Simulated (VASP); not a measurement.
A run of VASP 6.6.1:

INCAR

```
SYSTEM = MoS2
PREC     = Accurate       ! precision mode
ENCUT    = 520            ! plane-wave cutoff, eV
EDIFF    = 1E-7           ! SCF threshold, eV
ISMEAR   = 0              ! smearing method
SIGMA    = 0.05           ! smearing width, eV
LREAL    = .False.        ! projectors in reciprocal space
LASPH    = .True.         ! aspherical terms in the spheres
NELM     = 80             ! most SCF steps
ALGO     = Normal         ! electronic algorithm
ISIF     = 2              ! what is computed and relaxed
LWAVE    = .False.        ! write WAVECAR
LCHARG   = .True.         ! write CHGCAR
GGA      = PE             ! functional
IVDW     = 12             ! dispersion correction
LELF     = .True.         ! ELF
LVHAR    = .True.       
NBANDS   = 20             ! bands
```

Contents of KPOINTS:

```
regular mesh
0
Gamma
  12 12 12
  0 0 0
```

POSCAR

```
MoS2
1.0
    1.5291801475      0.8828725698      6.1764310353
   -1.5291801475      0.8828725698      6.1764310353
    0.0000000000     -1.7657451397      6.1764310353
Mo S
1 2
Direct
    0.0000172715      0.0000172715      0.0000172715
    0.7535591261      0.7535591261      0.7535591261
    0.5797236024      0.5797236024      0.5797236024
```

Potentials or basis: VASP PAW PBE potentials, release 64 (Mo_sv, S).

Launch:

```console
$ cat potpaw_PBE.64/Mo_sv/POTCAR potpaw_PBE.64/S/POTCAR > POTCAR
$ mpirun -np 1 vasp_std > vasp.out
```

Hardware: 1 thread of Intel(R) Xeon(R) 6975P-C (Granite Rapids) (shared host).

Question: Estimate the wall time of this run.

Answer: It took 5.6 min on 1 thread of Intel(R) Xeon(R) 6975P-C (Granite Rapids), on a shared host, peak memory 0.42 GiB. Counts: scf iterations 15, k points 189.
